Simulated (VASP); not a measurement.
# SiNi (Pmmn) in VASP: further runs, part 2 of 2

VASP 6.6.1.

### Step 3. Single point, PBE

This run uses another cell than the first one, of the same volume but with other edges.

File INCAR:

```
SYSTEM = SiNi
ALGO     = Normal         ! electronic algorithm
EDIFF    = 1E-6           ! SCF threshold, eV
ENCUT    = 520            ! plane-wave cutoff, eV
GGA      = PE             ! functional
ISIF     = 2              ! what is computed and relaxed
ISMEAR   = 0              ! smearing method
LASPH    = .TRUE.         ! aspherical terms in the spheres
LCHARG   = .TRUE.         ! write CHGCAR
LELF     = .TRUE.         ! ELF
LREAL    = .FALSE.        ! projectors in reciprocal space
LVHAR    = .TRUE.       
LWAVE    = .FALSE.        ! write WAVECAR
NBANDS   = 22             ! bands
NELM     = 100            ! most SCF steps
PREC     = Accurate       ! precision mode
SIGMA    = 0.15           ! smearing width, eV
```

File KPOINTS:

```
k-points
0
G
  18 16 12
  0 0 0
```

File POSCAR:

```
SiNi
1.0
    2.8751319129      0.0000000000      0.0000000000
    0.0000000000      3.0661915522      0.0000000000
    0.0000000000      0.0000000000      5.3180467431
Si Ni
2 2
Direct
    0.5000000000      0.5000000000      0.8431827238
    0.0000000000      0.0000000000      0.1568172762
    0.5000000000      0.5000000000      0.3423059774
    0.0000000000      0.0000000000      0.6576940226
```

Potentials or basis: VASP PAW PBE potentials, release 64 (Si, Ni).

Run with:

```bash
> cat potpaw_PBE.64/Si/POTCAR potpaw_PBE.64/Ni/POTCAR > POTCAR
> mpirun -np 1 vasp_std > vasp.out
```

OUTCAR:

```text
SYSTEM = SiNi
   EDIFF = 1E-6
   ENCUT = 520
   GGA = PE
   ISIF = 2
   ISMEAR = 0
   LASPH = .TRUE.
   LREAL = .FALSE.
   NELM = 100
   PREC = Accurate

 ion  position               nearest neighbor table
   1  0.500  0.500  0.843-   4 2.32   4 2.32   4 2.32   4 2.32   3 2.65   3 2.66   2 2.68   2 2.68
                             2 2.68   2 2.68
   2  0.000  0.000  0.157-   3 2.32   3 2.32   3 2.32   3 2.32   4 2.65   4 2.66   1 2.68   1 2.68
                             1 2.68   1 2.68
   3  0.500  0.500  0.342-   2 2.32   2 2.32   2 2.32   2 2.32   1 2.65   1 2.66   4 2.69   4 2.69
[... 802 lines left out ...]

 [... further k-points ...]
[... 5 lines left out ...]
  --------------------------------------------------------------------------------------
  -------------------------------------------------------------------------------------
  Total        2.3282506      2.3332898     -4.4469657      0.0000000      0.0000000      0.0000000
  in kB       79.5666533     79.7388660   -151.9725502      0.0000000      0.0000000      0.0000000
  external PRESSURE =       2.4443230 kB  Pullay stress =       0.0000000 kB

 VOLUME and BASIS-vectors are now :
 -----------------------------------------------------------------------------
  energy-cutoff  :      520.00
  volume of cell :       46.88
      direct lattice vectors                 reciprocal lattice vectors
     2.875131913  0.000000000  0.000000000     0.347810128  0.000000000  0.000000000
     0.000000000  3.066191552  0.000000000     0.000000000  0.326137485  0.000000000
     0.000000000  0.000000000  5.318046743     0.000000000  0.000000000  0.188038964

 POSITION                                       TOTAL-FORCE (eV/Angst)
 -----------------------------------------------------------------------------------
      1.43757      1.53310      4.48409         0.000000      0.000000     -0.049386
      0.00000      0.00000      0.83396         0.000000      0.000000      0.049386
      1.43757      1.53310      1.82040         0.000000      0.000000     -0.293794
      0.00000      0.00000      3.49765         0.000000      0.000000      0.293794
 -----------------------------------------------------------------------------------
    total drift:                                0.000000      0.000000      0.000000

  FREE ENERGIE OF THE ION-ELECTRON SYSTEM (eV)
  ---------------------------------------------------
  free  energy   TOTEN  =       -23.1172362601 eV

  energy  without entropy=      -23.1040883875  energy(sigma->0) =      -23.11066232
```

It took 5.6 min on 1 thread of Intel Xeon Platinum 8488C (Sapphire Rapids), shared host; peak memory 0.61 GiB.

What came out:

```
Free energy            : -23.1172 eV
Pressure               : 0.2 GPa
Largest force          : 0.294 eV/Å
Band gap on the k mesh : zero (bands 14 and 15 overlap by 2.13 eV)
```

Forces in eV/Å, atoms in the order of the input:
```
Si   0.000  0.000 -0.049
Si   0.000  0.000  0.049
Ni   0.000  0.000 -0.294
Ni   0.000  0.000  0.294
```

Stress tensor (GPa, compression positive):
```
  7.96   0.00   0.00
  0.00   7.97   0.00
  0.00   0.00 -15.20
```

Caveat: the stress differs along the axes, from -15 to 8 GPa. Spin polarisation is off, so any magnetic state and its effect on volume and gap are missing.
